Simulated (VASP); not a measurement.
# C (P6_3/mmc) in VASP: notebook, part 2 of 2

VASP 6.6.1.

## (4) Relaxation of the atoms, PBE

This run uses another cell than the first one, of 6.13 Å³/atom.

Contents of INCAR:

```
SYSTEM = C
PREC = Accurate ; ENCUT = 520
EDIFF = 1E-6 ; ISMEAR = -1
SIGMA = 0.05 ; LREAL = .FALSE.
LASPH = .TRUE. ; NELM = 60
ALGO = Normal ; ISIF = 2
LWAVE = .FALSE. ; LCHARG = .FALSE.
GGA = PE ; IBRION = 2
NSW = 60 ; EDIFFG = -0.01
```

Contents of KPOINTS:

```
regular mesh
0
G
  10 10 3
  0 0 0
```

Contents of POSCAR:

```
C
1.0
    2.6229840000      0.0000000000      0.0000000000
   -1.3114920000      2.2715707777      0.0000000000
    0.0000000000      0.0000000000      8.2371000000
C
8
Direct
    0.6666666667      0.3333333333      0.8437500000
    0.3333333333      0.6666666667      0.3437500000
    0.6666666667      0.3333333333      0.6562500000
    0.3333333333      0.6666666667      0.1562500000
    0.0000000000      0.0000000000      0.9062500000
    0.0000000000      0.0000000000      0.4062500000
    0.0000000000      0.0000000000      0.5937500000
    0.0000000000      0.0000000000      0.0937500000
```

Potentials or basis: VASP PAW PBE potentials, release 64 (C).

Started as:

```bash
> cat potpaw_PBE.64/C/POTCAR > POTCAR
> mpirun -np 1 vasp_std > vasp.out
```

OUTCAR:

```text
SYSTEM = C
   PREC = Accurate
   ENCUT = 520
   EDIFF = 1E-6
   ISMEAR = -1
   LREAL = .FALSE.
   LASPH = .TRUE.
   NELM = 60
   ISIF = 2
   GGA = PE
   IBRION = 2
   NSW = 60
   EDIFFG = -0.01

 ion  position               nearest neighbor table
   1  0.667  0.333  0.844-   3 1.54   5 1.60   5 1.60   5 1.60
   2  0.333  0.667  0.344-   4 1.54   6 1.60   6 1.60   6 1.60
   3  0.667  0.333  0.656-   1 1.54   7 1.60   7 1.60   7 1.60
   4  0.333  0.667  0.156-   2 1.54   8 1.60   8 1.60   8 1.60
   5  0.000  0.000  0.906-   8 1.54   1 1.60   1 1.60   1 1.60
   6  0.000  0.000  0.406-   7 1.54   2 1.60   2 1.60   2 1.60
   7  0.000  0.000  0.594-   6 1.54   3 1.60   3 1.60   3 1.60
   8  0.000  0.000  0.094-   5 1.54   4 1.60   4 1.60   4 1.60

  LATTYP: Found a hexagonal cell.
 ALAT       =     2.6229840000
 C/A-ratio  =     3.1403546495

  Lattice vectors:

 A1 = (   2.6229840000,   0.0000000000,   0.0000000000)
 A2 = (  -1.3114920000,   2.2715707777,   0.0000000000)
 A3 = (   0.0000000000,   0.0000000000,   8.2371000000)

Analysis of symmetry for initial positions (statically):
=====================================================================
 Subroutine PRICEL returns:
 Original cell was already a primitive cell.

 Routine SETGRP: Setting up the symmetry group for a
 hexagonal supercell.

 Subroutine GETGRP returns: Found 24 space group operations
 (whereof 12 operations were pure point group operations)
 out of a pool of 24 trial point group operations.

The static configuration has the point symmetry D_3d.
 The point group associated with its full space group is D_6h.

Analysis of symmetry for dynamics (positions and initial velocities):
=====================================================================
 Subroutine PRICEL returns:
 Original cell was already a primitive cell.

 Routine SETGRP: Setting up the symmetry group for a
 hexagonal supercell.

 Subroutine GETGRP returns: Found 24 space group operations
 (whereof 12 operations were pure point group operations)
 out of a pool of 24 trial point group operations.

The dynamic configuration has the point symmetry D_3d.
 The point group associated with its full space group is D_6h.

 Subroutine INISYM returns: Found 24 space group operations
 (whereof 12 operations are pure point group operations),
 and found     1 'primitive' translations

----------------------------------------------------------------------------------------

                                     Primitive cell

  volume of cell :      49.0791

  direct lattice vectors                    reciprocal lattice vectors
     2.622984000  0.000000000  0.000000000     0.381245177  0.220112006  0.000000000
    -1.311492000  2.271570778  0.000000000     0.000000000  0.440224011  0.000000000
     0.000000000  0.000000000  8.237100000     0.000000000  0.000000000  0.121401950

  length of vectors
     2.622984000  2.622984000  8.237100000     0.440224011  0.440224011  0.121401950

  position of ions in fractional coordinates (direct lattice)
     0.666666667  0.333333333  0.843750000
     0.333333333  0.666666667  0.343750000
     0.666666667  0.333333333  0.656250000
[... 49 lines left out ...]
  0.400000 -0.000000  0.000000      6.000000
  0.500000 -0.000000  0.000000      3.000000
[... 16 lines left out ...]
  0.300000  0.100000  0.333333     24.000000
  0.400000  0.100000  0.333333     24.000000
 [... further k-points ...]
   k-points           NKPTS =     28   k-points in BZ     NKDIM =     28   number of bands    NBANDS=     21
   number of dos      NEDOS =    301   number of ions     NIONS =      8
   total plane-waves  NPLWV =  25600
   dimension x,y,z NGX =    20 NGY =   20 NGZ =   64
   dimension x,y,z NGXF=    40 NGYF=   40 NGZF=  128
   ions per type =               8
   NGX,Y,Z   is equivalent  to a cutoff of  12.68, 12.68, 12.92 a.u.
   NGXF,Y,Z  is equivalent  to a cutoff of  25.35, 25.35, 25.83 a.u.
 SYSTEM =  C
   PREC   = accura    normal or accurate (medium, high low for compatibility)
   ISTART =      0    job   : 0-new  1-cont  2-samecut
   ICHARG =      2    charge: 1-file 2-atom 10-const
   ISPIN  =      1    spin polarized calculation?
   LNONCOLLINEAR =      F non collinear calculations
   LSORBIT =      F    spin-orbit coupling
   LASPH  =      T    aspherical Exc in radial PAW
   ENCUT  =  520.0 eV  38.22 Ry    6.18 a.u.   4.88  4.88 15.32*2*pi/ulx,y,z
   NELM   =     60;   NELMIN=  2; NELMDL= -5     # of ELM steps
   EDIFF  = 0.1E-05   stopping-criterion for ELM
   LREAL  =      F    real-space projection
   EDIFFG = -.1E-01   stopping-criterion for IOM
   NSW    =     60    number of steps for IOM
   IBRION =      2    ionic relax: 0-MD 1-quasi-New 2-CG
   NFREE  =      1    steps in history (QN), initial steepest desc. (CG)
   ISIF   =      2    stress and relaxation
   ISYM   =      2    0-nonsym 1-usesym 2-fastsym
   POTIM  = 0.5000    time-step for ionic-motion
   TEBEG  =    0.0;   TEEND  =   0.0 temperature during run
   PSTRESS=    0.0 pullay stress
   NELECT =      32.0000    total number of electrons
   NUPDOWN=      -1.0000    fix difference up-down
   EMIN   =  10.00;   EMAX   =-10.00  energy-range for DOS
   EFERMI =   0.00;   METHOD = LEGACY
   ISMEAR =    -1;   SIGMA  =   0.05  broadening in eV -4-tet -1-fermi 0-gaus
   EFERMI_NEDOS =   21; number of points for ismear=-14 and -15
   IALGO  =     38    algorithm
   IMIX   =      4    mixing-type and parameters
     AMIX     =   0.40;   BMIX     =  1.00
     AMIX_MAG =   1.60;   BMIX_MAG =  1.00
  volume/ion in A,a.u.               =       6.13        41.40
  Fermi-wavevector in a.u.,A,eV,Ry     =   1.419578  2.682614 27.418502  2.015203
  Thomas-Fermi vector in A             =   2.540584
   LORBIT       =      0    0 simple, 1 ext, 2 COOP (PROOUT), +10 PAW based schemes
   GGA     = PE    functional components
   LHFCALC =     F    Hartree Fock is set to
   AEXX    =    0.0000 exact exchange contribution
   IVDW    =     0    specifies the selected vdW correction
   LEPSILON=     F    determine dielectric tensor
   LRPA    =     F    only Hartree local field effects (RPA)
 conjugate gradient relaxation of ions
 non-spin polarized calculation
  energy-cutoff  :      520.00
  volume of cell :       49.08
 maximum number of plane-waves:      1345
 NGX is ok and might be reduce to    20
   NGX =  9   NGY =  9   NGZ = 31

--------------------------------------- Ionic step        1  -------------------------------------------

 number of electron      31.9999999 magnetization

 Free energy of the ion-electron system (eV)
  ---------------------------------------------------
  ext. energy  EPLUGINS =         0.00000000
  ---------------------------------------------------
  free energy    TOTEN  =       -72.10608345 eV

  energy without entropy =      -72.10608345  energy(sigma->0) =      -72.10608345

------------------------ aborting loop because EDIFF is reached ----------------------------------------

  FORCE on cell =-STRESS in cart. coord.  units (eV):
  Direction    XX          YY          ZZ          XY          YZ          ZX
  --------------------------------------------------------------------------------------
  -------------------------------------------------------------------------------------
  Total      -13.1920444    -13.1920444      2.4581766      0.0000000     -0.0000000      0.0000000
  in kB     -430.6519644   -430.6519644     80.2467432      0.0000000     -0.0000000      0.0000000
  external PRESSURE =    -260.3523952 kB  Pullay stress =       0.0000000 kB
[... 71 lines left out ...]
--------------------------------------- Ionic step        3  -------------------------------------------

 number of electron      31.9999999 magnetization

 Free energy of the ion-electron system (eV)
  ---------------------------------------------------
  ext. energy  EPLUGINS =         0.00000000
  ---------------------------------------------------
  free energy    TOTEN  =       -72.11722594 eV

  energy without entropy =      -72.11722594  energy(sigma->0) =      -72.11722594

 E-fermi :   9.8133     XC(G=0): -12.8547

 val. band max:        8.7763446027   @ k =   0.0000   0.0000   0.0000
 cond. band min:      12.5576145177   @ k =   0.5000  -0.0000   0.0000
 fundamental gap:      3.7812699150
 Fermi energy:         9.8132548122

 k-point     1 :       0.0000    0.0000    0.0000
  band No.  band energies     occupation
      1     -11.8460      2.00000
      2     -10.1813      2.00000
      3     -10.0624      2.00000
      4      -5.9225      2.00000
      5      -3.9768      2.00000
      6       2.7365      2.00000
[... 565 lines left out ...]
     20      15.6231      0.00000
     21      16.1844      0.00000

 [... further k-points ...]

------------------------ aborting loop because EDIFF is reached ----------------------------------------

  FORCE on cell =-STRESS in cart. coord.  units (eV):
  Direction    XX          YY          ZZ          XY          YZ          ZX
  --------------------------------------------------------------------------------------
  -------------------------------------------------------------------------------------
  Total      -13.1522857    -13.1522857      2.3219495     -0.0000000     -0.0000000      0.0000000
  in kB     -429.3540497   -429.3540497     75.7996335     -0.0000000     -0.0000000      0.0000000
  external PRESSURE =    -260.9694886 kB  Pullay stress =       0.0000000 kB
[... 23 lines left out ...]
  FREE ENERGIE OF THE ION-ELECTRON SYSTEM (eV)
  ---------------------------------------------------
  free  energy   TOTEN  =       -72.1172259357 eV

  energy  without entropy=      -72.1172259357  energy(sigma->0) =      -72.11722594

 reached required accuracy - stopping structural energy minimisation
```

Run time: 74 s. Hardware: 1 thread of Intel Xeon 8259CL, shared host; peak memory 0.16 GiB.

What came out:

```
Free energy                  : -72.1172 eV
Energy gained by relaxing    : 1.4 meV/atom
Ionic steps                  : 3
Pressure after relaxing      : -26.1 GPa
Largest force after relaxing : 0.003 eV/Å
Band gap on the k mesh       : 3.78 eV (least direct gap 4.61 eV)
```

Forces in eV/Å, atoms in the order of the input:
```
C    0.000  0.000 -0.003
C    0.000  0.000 -0.003
C    0.000  0.000  0.003
C    0.000  0.000  0.003
C    0.000  0.000  0.003
C    0.000  0.000  0.003
C    0.000  0.000 -0.003
C    0.000  0.000 -0.003
```

Step by step:
| step | energy change (eV) | largest force (eV/Å) | pressure (GPa) |
| --- | --- | --- | --- |
| 1 | 0.0000 | 0.4152 | -26.04 |
| 2 | 0.0120 | 0.5620 | -25.89 |
| 3 | -0.0111 | 0.0031 | -26.10 |

Final structure:
```
C
1.0
     2.62298    0.00000    0.00000
    -1.31149    2.27157    0.00000
     0.00000    0.00000    8.23710
C
8
Direct
  0.66667 0.33333 0.84474
  0.33333 0.66667 0.34474
  0.66667 0.33333 0.65526
  0.33333 0.66667 0.15526
  0.00000 0.00000 0.90705
  0.00000 0.00000 0.40705
  0.00000 0.00000 0.59295
  0.00000 0.00000 0.09295
```

Levels at points of the mesh, in eV from the valence-band top:
| k point | band 12 | band 13 | band 14 | band 15 | band 16 | band 17 | band 18 | band 19 | band 20 | band 21 |
| --- | --- | --- | --- | --- | --- | --- | --- | --- | --- | --- |
| (0.00, 0.00, 0.00) | -1.91 | -1.91 | -0.27 | 0.00 | 0.00 | 4.61 | 4.61 | 6.15 | 6.16 | 6.36 |
| (0.50, 0.00, 0.00) | -4.83 | -4.71 | -4.15 | -3.32 | -2.56 | 3.78 | 5.12 | 5.42 | 6.15 | 6.85 |

Caveat: an odd mesh through Γ misses points on the zone boundary, where band edges can lie.

## (5) Overview

| task | level | cell | k mesh | cutoff (eV) | gap on the mesh (eV) | pressure (GPa) |
| --- | --- | --- | --- | --- | --- | --- |
| single point | BLYP+D4 | a = 2.572, b = 2.572, c = 8.399 Å, angles 90.0, 90.0, 120.0°, 8 atoms | 12 × 12 × 4 | 520 | 4.59 | -21.0 |
| relaxation of cell and atoms | SVWN5 | relaxed from a = 2.522, b = 2.522, c = 8.237 Å, angles 90.0, 90.0, 120.0°, 8 atoms | 12 × 12 × 4 | 600 | 4.59 | 0.0 |
| relaxation of the atoms | PBE | atoms relaxed from a = 2.623, b = 2.623, c = 8.237 Å, angles 90.0, 90.0, 120.0°, 8 atoms | 10 × 10 × 3 | 520 | 3.78 | -26.1 |

Alike in all rows: potentials or basis VASP PAW PBE potentials, release 64 (C); no spin polarisation; smearing fermi-dirac 0.05 eV.

Caveats: the PAW data sets were made with another functional, which shifts forces and pressure a little (at least some runs); the cell stands under tension (at least some runs); an odd mesh through Γ misses points on the zone boundary, where band edges can lie (at least some runs).

Absolute energies hang on the potentials; compare differences alone.
